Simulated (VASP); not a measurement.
# CsCl (Pm-3m) in VASP: a series of runs

Aim: see how the results for CsCl move with the level of theory and the settings. Levels: r2SCAN, HSE06. Tasks: single point.

Program: VASP 6.6.1. These are calculated values, not measurements. Logs are shortened: lines on timing, memory, paths and dates and some standing lists are left out, and cuts for length are marked.

## (1) The cell of the first run

The structure is cubic, space group Pm-3m (No. 221). The conventional cell has a = 4.141 Å, b = 4.141 Å, c = 4.141 Å, α = 90.00°, β = 90.00°, γ = 90.00°. Cs (site symmetry m-3m) has 8 Cl at 3.59 Å and 6 Cs at 4.14 Å within 4.7 Å. Cl (site symmetry m-3m) has 8 Cs at 3.59 Å and 6 Cl at 4.14 Å within 4.7 Å.

## (2) Single point, r2SCAN

POSCAR reads:

```
CsCl
1.0
    4.1406758780      0.0000000000      0.0000000000
    0.0000000000      4.1406758780      0.0000000000
    0.0000000000      0.0000000000      4.1406758780
Cs Cl
1 1
Direct
    0.0000000000      0.0000000000      0.0000000000
    0.5000000000      0.5000000000      0.5000000000
```

INCAR.step1 reads:

```
PREC = Accurate
ENCUT = 550
ISMEAR = 0
SIGMA = 0.01
LREAL = False
LASPH = True
NELM = 120
NBANDS = 15
GGA = PE
ALGO = Normal
EDIFF = 1E-5
LWAVE = True
LCHARG = False
GGA_COMPAT = False
```

INCAR.step2 reads:

```
PREC = Accurate
ENCUT = 550
EDIFF = 1E-6
ISMEAR = 0
SIGMA = 0.01
LREAL = False
LASPH = True
NELM = 120
ALGO = Normal
ISIF = 2
LWAVE = False
LCHARG = True
METAGGA = R2SCAN
LMIXTAU = True
LELF = True
LVHAR = True
NBANDS = 15
ISTART = 1
GGA_COMPAT = False
```

KPOINTS reads:

```
regular mesh
0
Gamma
  6 6 6
```

Potentials or basis: VASP PAW PBE potentials, release 64 (Cs_sv, Cl).

Started as:

```console
$ cat potpaw_PBE.64/Cs_sv/POTCAR potpaw_PBE.64/Cl/POTCAR > POTCAR
$ cp INCAR.step1 INCAR
$ mpirun -np 1 vasp_std > vasp.out
$ cp INCAR.step2 INCAR
$ mpirun -np 1 vasp_std > vasp.out
```

OUTCAR:

```text
PREC = Accurate
   ENCUT = 550
   EDIFF = 1E-6
   ISMEAR = 0
   LREAL = False
   LASPH = True
   NELM = 120
   ISIF = 2
   METAGGA = R2SCAN
   ISTART = 1

 ion  position               nearest neighbor table
   1  0.000  0.000  0.000-
   2  0.500  0.500  0.500-

  LATTYP: Found a simple cubic cell.
 ALAT       =     4.1406758780

  Lattice vectors:

 A1 = (   4.1406758780,   0.0000000000,   0.0000000000)
 A2 = (   0.0000000000,   4.1406758780,   0.0000000000)
 A3 = (   0.0000000000,   0.0000000000,   4.1406758780)

Analysis of symmetry for initial positions (statically):
=====================================================================
 Subroutine PRICEL returns:
 Original cell was already a primitive cell.

 Routine SETGRP: Setting up the symmetry group for a
 simple cubic supercell.

 Subroutine GETGRP returns: Found 48 space group operations
 (whereof 48 operations were pure point group operations)
 out of a pool of 48 trial point group operations.

The static configuration has the point symmetry O_h .

Analysis of symmetry for dynamics (positions and initial velocities):
=====================================================================
 Subroutine PRICEL returns:
 Original cell was already a primitive cell.

 Routine SETGRP: Setting up the symmetry group for a
 simple cubic supercell.

 Subroutine GETGRP returns: Found 48 space group operations
 (whereof 48 operations were pure point group operations)
 out of a pool of 48 trial point group operations.

The dynamic configuration has the point symmetry O_h .

 Subroutine INISYM returns: Found 48 space group operations
 (whereof 48 operations are pure point group operations),
 and found     1 'primitive' translations

----------------------------------------------------------------------------------------

                                     Primitive cell

  volume of cell :      70.9927

  direct lattice vectors                    reciprocal lattice vectors
     4.140675878  0.000000000  0.000000000     0.241506466  0.000000000  0.000000000
     0.000000000  4.140675878  0.000000000     0.000000000  0.241506466  0.000000000
     0.000000000  0.000000000  4.140675878     0.000000000  0.000000000  0.241506466

  length of vectors
     4.140675878  4.140675878  4.140675878     0.241506466  0.241506466  0.241506466

  position of ions in fractional coordinates (direct lattice)
     0.000000000  0.000000000  0.000000000
     0.500000000  0.500000000  0.500000000

  ion indices of the primitive-cell ions
   primitive index   ion index
                 1           1
                 2           2

----------------------------------------------------------------------------------------

 KPOINTS: regular mesh

Automatic generation of k-mesh.
 Grid dimensions read from file:
 generate k-points for:    6    6    6

 Generating k-lattice:

  Cartesian coordinates                     Fractional coordinates (reciprocal lattice)
     0.040251078  0.000000000  0.000000000     0.166666667  0.000000000  0.000000000
     0.000000000  0.040251078  0.000000000     0.000000000  0.166666667  0.000000000
     0.000000000  0.000000000  0.040251078     0.000000000  0.000000000  0.166666667

  Length of vectors
     0.040251078  0.040251078  0.040251078

  Shift w.r.t. Gamma in fractional coordinates (k-lattice)
     0.000000000  0.000000000  0.000000000

 Subroutine IBZKPT returns following result:
 ===========================================

 Found     20 irreducible k-points:

 Following reciprocal coordinates:
            Coordinates               Weight
  0.000000  0.000000  0.000000      1.000000
  0.166667  0.000000  0.000000      6.000000
  0.333333  0.000000  0.000000      6.000000
  0.500000  0.000000  0.000000      3.000000
  0.166667  0.166667  0.000000     12.000000
  0.333333  0.166667  0.000000     24.000000
[... 12 lines left out ...]
  0.500000  0.500000  0.333333      6.000000
  0.500000  0.500000  0.500000      1.000000
   k-points           NKPTS =     20   k-points in BZ     NKDIM =     20   number of bands    NBANDS=     15
   number of dos      NEDOS =    301   number of ions     NIONS =      2
   total plane-waves  NPLWV =  32768
   dimension x,y,z NGX =    32 NGY =   32 NGZ =   32
   dimension x,y,z NGXF=    64 NGYF=   64 NGZF=   64
   ions per type =               1   1
   NGX,Y,Z   is equivalent  to a cutoff of  12.85, 12.85, 12.85 a.u.
   NGXF,Y,Z  is equivalent  to a cutoff of  25.70, 25.70, 25.70 a.u.
 SYSTEM =  unknown system
   PREC   = accura    normal or accurate (medium, high low for compatibility)
   ISTART =      1    job   : 0-new  1-cont  2-samecut
   ICHARG =      0    charge: 1-file 2-atom 10-const
   ISPIN  =      1    spin polarized calculation?
   LNONCOLLINEAR =      F non collinear calculations
   LSORBIT =      F    spin-orbit coupling
   LASPH  =      T    aspherical Exc in radial PAW
   ENCUT  =  550.0 eV  40.42 Ry    6.36 a.u.   7.92  7.92  7.92*2*pi/ulx,y,z
   NELM   =    120;   NELMIN=  2; NELMDL=  0     # of ELM steps
   EDIFF  = 0.1E-05   stopping-criterion for ELM
   LREAL  =      F    real-space projection
   EDIFFG = 0.1E-04   stopping-criterion for IOM
   NSW    =      0    number of steps for IOM
   IBRION =     -1    ionic relax: 0-MD 1-quasi-New 2-CG
   NFREE  =      0    steps in history (QN), initial steepest desc. (CG)
   ISIF   =      2    stress and relaxation
   ISYM   =      2    0-nonsym 1-usesym 2-fastsym
   POTIM  = 0.5000    time-step for ionic-motion
   TEBEG  =    0.0;   TEEND  =   0.0 temperature during run
   PSTRESS=    0.0 pullay stress
   NELECT =      16.0000    total number of electrons
   NUPDOWN=      -1.0000    fix difference up-down
   EMIN   =  10.00;   EMAX   =-10.00  energy-range for DOS
   EFERMI =   0.00;   METHOD = LEGACY
   ISMEAR =     0;   SIGMA  =   0.01  broadening in eV -4-tet -1-fermi 0-gaus
   EFERMI_NEDOS =   21; number of points for ismear=-14 and -15
   IALGO  =     38    algorithm
   IMIX   =      4    mixing-type and parameters
     AMIX     =   0.40;   BMIX     =  1.00
     AMIX_MAG =   1.60;   BMIX_MAG =  1.00
  volume/ion in A,a.u.               =      35.50       239.54
  Fermi-wavevector in a.u.,A,eV,Ry     =   0.996270  1.882677 13.504508  0.992553
  Thomas-Fermi vector in A             =   2.128347
   LORBIT       =      0    0 simple, 1 ext, 2 COOP (PROOUT), +10 PAW based schemes
   METAGGA = R2SCAN    functional components
   LHFCALC =     F    Hartree Fock is set to
   AEXX    =    0.0000 exact exchange contribution
   IVDW    =     0    specifies the selected vdW correction
   LEPSILON=     F    determine dielectric tensor
   LRPA    =     F    only Hartree local field effects (RPA)
 non-spin polarized calculation
 Gauss-broadening in eV      SIGMA  =   0.01
  energy-cutoff  :      550.00
  volume of cell :       70.99
 maximum number of plane-waves:      2103
 NGX is ok and might be reduce to    32
   NGX = 15   NGY = 15   NGZ = 15

 number of electron      16.0000001 magnetization

 Free energy of the ion-electron system (eV)
  ---------------------------------------------------
  ext. energy  EPLUGINS =         0.00000000
  ---------------------------------------------------
  free energy    TOTEN  =       -35.52517268 eV

  energy without entropy =      -35.52517268  energy(sigma->0) =      -35.52517268

 E-fermi :  -0.6711     XC(G=0):  -8.6107

 val. band max:       -0.7556477429   @ k =   0.0000   0.0000   0.0000
 cond. band min:       5.1540708586   @ k =   0.0000   0.0000   0.0000
 fundamental gap:      5.9097186015
 Fermi energy:        -0.6710994782

 k-point     1 :       0.0000    0.0000    0.0000
  band No.  band energies     occupation
      1     -20.6598      2.00000
      2     -13.4666      2.00000
      3      -6.7775      2.00000
      4      -6.7775      2.00000
      5      -6.7775      2.00000
      6      -0.7556      2.00000
      7      -0.7556      2.00000
      8      -0.7556      2.00000
      9       5.1541      0.00000
     10       5.1541      0.00000
     11       5.2386      0.00000
     12       9.9451      0.00000
     13       9.9451      0.00000
     14       9.9451      0.00000
     15      13.0830      0.00000

 k-point     2 :       0.1667    0.0000    0.0000
  band No.  band energies     occupation
      1     -20.6393      2.00000
      2     -13.4761      2.00000
      3      -6.9211      2.00000
      4      -6.7441      2.00000
      5      -6.7441      2.00000
      6      -1.0833      2.00000
      7      -0.8098      2.00000
      8      -0.8098      2.00000
      9       5.3417      0.00000
     10       5.7391      0.00000
     11       5.9278      0.00000
     12       9.7270      0.00000
     13       9.7270      0.00000
     14      10.1025      0.00000
     15      11.6585      0.00000

 k-point     3 :       0.3333    0.0000    0.0000
  band No.  band energies     occupation
      1     -20.5978      2.00000
      2     -13.4978      2.00000
      3      -7.1794      2.00000
      4      -6.6753      2.00000
      5      -6.6753      2.00000
      6      -1.6375      2.00000
      7      -0.9225      2.00000
      8      -0.9225      2.00000
      9       5.8285      0.00000
     10       6.8638      0.00000
     11       7.6548      0.00000
     12       9.4630      0.00000
     13       9.4630      0.00000
     14       9.9269      0.00000
     15      10.4914      0.00000
[... 271 lines left out ...]
 k-point    19 :       0.5000    0.5000    0.3333
  band No.  band energies     occupation
      1     -20.4575      2.00000
      2     -13.3247      2.00000
      3      -7.3617      2.00000
      4      -7.3617      2.00000
      5      -7.1278      2.00000
      6      -1.6651      2.00000
      7      -1.6651      2.00000
      8      -1.6039      2.00000
      9       7.7051      0.00000
     10       8.1730      0.00000
     11       8.1730      0.00000
     12       8.6280      0.00000
     13      10.9095      0.00000
     14      10.9095      0.00000
     15      12.2031      0.00000

 k-point    20 :       0.5000    0.5000    0.5000
  band No.  band energies     occupation
      1     -20.4407      2.00000
      2     -13.3046      2.00000
      3      -7.3002      2.00000
      4      -7.3002      2.00000
      5      -7.3002      2.00000
      6      -1.8241      2.00000
      7      -1.8241      2.00000
      8      -1.8241      2.00000
      9       8.3688      0.00000
     10       8.3688      0.00000
     11       8.3688      0.00000
     12      10.4845      0.00000
     13      10.4845      0.00000
     14      10.4845      0.00000
     15      12.2596      0.00000

------------------------ aborting loop because EDIFF is reached ----------------------------------------

  FORCE on cell =-STRESS in cart. coord.  units (eV):
  Direction    XX          YY          ZZ          XY          YZ          ZX
  --------------------------------------------------------------------------------------
  -------------------------------------------------------------------------------------
  Total        0.0149602      0.0149602      0.0149602     -0.0000000      0.0000000     -0.0000000
  in kB        0.3376246      0.3376246      0.3376246     -0.0000000      0.0000000     -0.0000000
  external PRESSURE =       0.3376246 kB  Pullay stress =       0.0000000 kB

 VOLUME and BASIS-vectors are now :
 -----------------------------------------------------------------------------
  energy-cutoff  :      550.00
  volume of cell :       70.99
      direct lattice vectors                 reciprocal lattice vectors
     4.140675878  0.000000000  0.000000000     0.241506466  0.000000000  0.000000000
     0.000000000  4.140675878  0.000000000     0.000000000  0.241506466  0.000000000
     0.000000000  0.000000000  4.140675878     0.000000000  0.000000000  0.241506466

 POSITION                                       TOTAL-FORCE (eV/Angst)
 -----------------------------------------------------------------------------------
      0.00000      0.00000      0.00000         0.000000      0.000000      0.000000
      2.07034      2.07034      2.07034         0.000000      0.000000      0.000000
 -----------------------------------------------------------------------------------
    total drift:                                0.000000      0.000000     -0.000000

  FREE ENERGIE OF THE ION-ELECTRON SYSTEM (eV)
  ---------------------------------------------------
  free  energy   TOTEN  =       -35.5251726797 eV

  energy  without entropy=      -35.5251726797  energy(sigma->0) =      -35.52517268
```

Run time: 44 s. Hardware: 1 thread of Intel Xeon Platinum 8259CL at 2.50GHz (Skylake/Cascade Lake), shared host; peak memory 0.19 GiB.

What came out:

```
Free energy            : -35.5252 eV
Pressure               : 0.0 GPa
Band gap on the k mesh : 5.91 eV, direct
```

Caveat: the PAW data sets were made with another functional, which shifts forces and pressure a little; spin-orbit coupling is left out, which moves the levels of the heavy elements. A k mesh can miss the band edges.

## (3) Single point, HSE06

POSCAR is that of step 2.

INCAR.step1 reads:

```
SYSTEM = CsCl
PREC = Accurate ; ENCUT = 400
EDIFF = 1E-5 ; ISMEAR = 0
SIGMA = 0.01 ; LREAL = .FALSE.
LASPH = .TRUE. ; NELM = 120
ALGO = Normal ; ISIF = 2
LWAVE = .TRUE. ; LCHARG = .FALSE.
NBANDS = 15 ; GGA = PE
GGA_COMPAT = .FALSE.
```

INCAR.step2 reads:

```
SYSTEM = CsCl
PREC = Accurate ; ENCUT = 400
EDIFF = 1E-6 ; ISMEAR = 0
SIGMA = 0.01 ; LREAL = .FALSE.
LASPH = .TRUE. ; NELM = 120
ALGO = Normal ; ISIF = 2
LWAVE = .FALSE. ; LCHARG = .FALSE.
GGA = PE ; LHFCALC = .TRUE.
HFSCREEN = 0.2079 ; PRECFOCK = Normal
NBANDS = 15 ; ISTART = 1
GGA_COMPAT = .FALSE.
```

KPOINTS reads:

```
regular mesh
0
G
  4 4 4
  0 0 0
```

Potentials or basis: VASP PAW PBE potentials, release 64 (Cs_sv, Cl).

Started as:

```console
$ cat potpaw_PBE.64/Cs_sv/POTCAR potpaw_PBE.64/Cl/POTCAR > POTCAR
$ cp INCAR.step1 INCAR
$ mpirun -np 1 vasp_std > vasp.out
$ cp INCAR.step2 INCAR
$ mpirun -np 1 vasp_std > vasp.out
```

OUTCAR:

```text
SYSTEM = CsCl
   PREC = Accurate
   ENCUT = 400
   EDIFF = 1E-6
   ISMEAR = 0
   LREAL = .FALSE.
   LASPH = .TRUE.
   NELM = 120
   ISIF = 2
   GGA = PE
   LHFCALC = .TRUE.
   HFSCREEN = 0.2079
   PRECFOCK = Normal
   ISTART = 1

 ion  position               nearest neighbor table
   1  0.000  0.000  0.000-
   2  0.500  0.500  0.500-

  LATTYP: Found a simple cubic cell.
 ALAT       =     4.1406758780

  Lattice vectors:

 A1 = (   4.1406758780,   0.0000000000,   0.0000000000)
 A2 = (   0.0000000000,   4.1406758780,   0.0000000000)
 A3 = (   0.0000000000,   0.0000000000,   4.1406758780)

Analysis of symmetry for initial positions (statically):
=====================================================================
 Subroutine PRICEL returns:
 Original cell was already a primitive cell.

 Routine SETGRP: Setting up the symmetry group for a
 simple cubic supercell.

 Subroutine GETGRP returns: Found 48 space group operations
 (whereof 48 operations were pure point group operations)
 out of a pool of 48 trial point group operations.

The static configuration has the point symmetry O_h .

[... 166 lines left out ...]
      4      -7.4233      2.00000
      5      -7.4233      2.00000
      6      -1.3363      2.00000
      7      -1.3363      2.00000
      8      -1.3363      2.00000
      9       5.1779      0.00000
     10       5.3475      0.00000
     11       5.3475      0.00000
     12      10.2094      0.00000
     13      10.2094      0.00000
     14      10.2094      0.00000
[... 149 lines left out ...]
      2     -14.4787      2.00000
      3      -7.9567      2.00000
      4      -7.9567      2.00000
      5      -7.9567      2.00000
      6      -2.4595      2.00000
      7      -2.4595      2.00000
      8      -2.4595      2.00000
      9       8.5746      0.00000
     10       8.5746      0.00000
     11       8.5746      0.00000
     12      10.5374      0.00000
     13      10.5374      0.00000
     14      10.5374      0.00000
     15      12.7661      0.00000

------------------------ aborting loop because EDIFF is reached ----------------------------------------

  FORCE on cell =-STRESS in cart. coord.  units (eV):
  Direction    XX          YY          ZZ          XY          YZ          ZX
  --------------------------------------------------------------------------------------
  -------------------------------------------------------------------------------------
  Total        0.1778969      0.1778969      0.1778969     -0.0000000     -0.0000000      0.0000000
  in kB        4.0148117      4.0148117      4.0148117     -0.0000000     -0.0000000      0.0000000
  external PRESSURE =       4.0148117 kB  Pullay stress =       0.0000000 kB

 VOLUME and BASIS-vectors are now :
 -----------------------------------------------------------------------------
  energy-cutoff  :      400.00
  volume of cell :       70.99
      direct lattice vectors                 reciprocal lattice vectors
     4.140675878  0.000000000  0.000000000     0.241506466  0.000000000  0.000000000
     0.000000000  4.140675878  0.000000000     0.000000000  0.241506466  0.000000000
     0.000000000  0.000000000  4.140675878     0.000000000  0.000000000  0.241506466

 POSITION                                       TOTAL-FORCE (eV/Angst)
 -----------------------------------------------------------------------------------
      0.00000      0.00000      0.00000         0.000000      0.000000      0.000000
      2.07034      2.07034      2.07034         0.000000      0.000000      0.000000
 -----------------------------------------------------------------------------------
    total drift:                                0.000686      0.000698      0.000710

  FREE ENERGIE OF THE ION-ELECTRON SYSTEM (eV)
  ---------------------------------------------------
  free  energy   TOTEN  =        -7.6261247518 eV

  energy  without entropy=       -7.6261247518  energy(sigma->0) =       -7.62612475
```

OUTCAR.step1:

```text
SYSTEM = CsCl
   PREC = Accurate
   ENCUT = 400
   EDIFF = 1E-5
   ISMEAR = 0
   LREAL = .FALSE.
   LASPH = .TRUE.
[... 385 lines left out ...]
      0.00000      0.00000      0.00000         0.000000      0.000000      0.000000
      2.07034      2.07034      2.07034         0.000000      0.000000      0.000000
 -----------------------------------------------------------------------------------
    total drift:                                0.000000      0.000000      0.000000

  FREE ENERGIE OF THE ION-ELECTRON SYSTEM (eV)
  ---------------------------------------------------
  free  energy   TOTEN  =        -6.5317763434 eV

  energy  without entropy=       -6.5317763434  energy(sigma->0) =       -6.53177634
```

OSZICAR.step1:

```text
N       E                     dE             d eps       ncg     rms          rms(c)
DAV:   1     0.753263587794E+02    0.75326E+02   -0.58674E+03   300   0.753E+02
DAV:   2    -0.148859953888E+01   -0.76815E+02   -0.71418E+02   414   0.146E+02
DAV:   3    -0.690687304072E+01   -0.54183E+01   -0.53950E+01   398   0.428E+01
DAV:   4    -0.695088647922E+01   -0.44013E-01   -0.44009E-01   356   0.467E+00
DAV:   5    -0.695139120217E+01   -0.50472E-03   -0.50472E-03   426   0.502E-01    0.231E+00
DAV:   6    -0.657616869400E+01    0.37522E+00   -0.42719E-01   370   0.366E+00    0.164E+00
DAV:   7    -0.653100578478E+01    0.45163E-01   -0.14164E-01   377   0.201E+00    0.110E+00
DAV:   8    -0.653185077053E+01   -0.84499E-03   -0.17750E-02   342   0.833E-01    0.214E-01
DAV:   9    -0.653153454173E+01    0.31623E-03   -0.22851E-03   391   0.257E-01    0.103E-01
DAV:  10    -0.653176863132E+01   -0.23409E-03   -0.34109E-04   349   0.128E-01    0.126E-02
DAV:  11    -0.653177634340E+01   -0.77121E-05   -0.16842E-05   339   0.276E-02
   1 F= -.65317763E+01 E0= -.65317763E+01  d E =-.258503E-55
```

It took 4.2 min on 1 thread of Intel Xeon Platinum 8259CL at 2.50GHz (Skylake/Cascade Lake), shared host; peak memory 0.26 GiB.

What came out:

| Quantity | Value |
| --- | --- |
| Free energy | -7.6261 eV |
| Pressure | 0.4 GPa |
| Band gap on the k mesh | 6.51 eV, direct |

Caveat: the PAW data sets were made with another functional, which shifts forces and pressure a little; spin-orbit coupling is left out, which moves the levels of the heavy elements.
